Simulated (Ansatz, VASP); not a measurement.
**TaN in VASP and in Ansatz**

INCAR

```
ALGO = Normal ; EDIFF = 1E-6
ENCUT = 520 ; GGA = PE
ISIF = 2 ; ISMEAR = -1
LASPH = True ; LCHARG = False
LREAL = False ; LWAVE = False
NBANDS = 24 ; NELM = 100
PREC = Accurate ; SIGMA = 0.01
```

The input KPOINTS:

```
k-points
0
Gamma
  9 9 5
```

POSCAR

```
TaN
1.0
    3.0702003619      0.0000000000      0.0000000000
   -1.5351001810      2.6588715082      0.0000000000
    0.0000000000      0.0000000000      4.9727161852
Ta N
2 2
Direct
    0.3333333333      0.6666666667      0.0000000000
    0.6666666667      0.3333333333      0.5000000000
    0.3333333333      0.6666666667      0.3850000000
    0.6666666667      0.3333333333      0.8850000000
```

Input for Ansatz:

```yaml
crystal:
  lattice:
    - [3.0702003619, 0.0, 0.0]
    - [-1.535100181, 2.6588715082, 0.0]
    - [0.0, 0.0, 4.9727161852]
  atoms:
    - { symbol: Ta, position: [0.3333333333, 0.6666666667, 0.0] }
    - { symbol: Ta, position: [0.6666666667, 0.3333333333, 0.5] }
    - { symbol: "N", position: [0.3333333333, 0.6666666667, 0.385] }
    - { symbol: "N", position: [0.6666666667, 0.3333333333, 0.885] }
kpoints:
  mp_grid: { grid: [9, 9, 5] }
  band_path:
    path:
      - [0.0, 0.0, 0.0]
      - [0.5, 0.0, 0.0]
      - [0.3333333333, 0.3333333333, 0.0]
      - [0.0, 0.0, 0.0]
      - [0.0, 0.0, 0.5]
      - [0.5, 0.0, 0.5]
      - [0.3333333333, 0.3333333333, 0.5]
      - [0.0, 0.0, 0.5]
      - [0.5, 0.0, 0.5]
    npoints: 5
scf:
  occupations: { method: fermi_dirac, width: 0.01 }
hamiltonian:
  xc: pbe
  pseudopotentials: { kind: all_electron, lapw: { basis_error: 0.001 } }
output:
  forces: true
  stress: true
  eigenvalues: true
```

Change from the starting cell: volume scaled by 1.02.

Alike in both runs: task single point; functional PBE; k mesh 9 × 9 × 5; occupations fermi-dirac, width 0.01 eV; no spin polarisation.

```csv
,VASP,Ansatz
version,VASP 6.6.1,Ansatz 0.2.0
potentials or method,"VASP PAW PBE potentials, release 64 (Ta_pv, N), cutoff 520 eV","all-electron LAPW, scalar-relativistic"
```

Ansatz gave:

```
pressure (GPa)                                                : 121.3
traceless stress, the component that is largest in VASP (GPa) : -14.82
rms of the force components (eV/Å)                            : 1.296
```

Question: Estimate VASP's values.

Answer: Pressure (GPa): 126.1; traceless stress, the component that is largest in VASP (GPa): -15.43; rms of the force components (eV/Å): 1.326.

Atom by atom the forces differ by 0.029 eV/Å (rms over components). Both programs put the cell under a high pressure, so it lies far from rest at this level. Ansatz ran all-electron here, and VASP with PAW potentials.

Neither program's run includes spin-orbit coupling. Noted on VASP's run: the cell as given lies far from equilibrium.
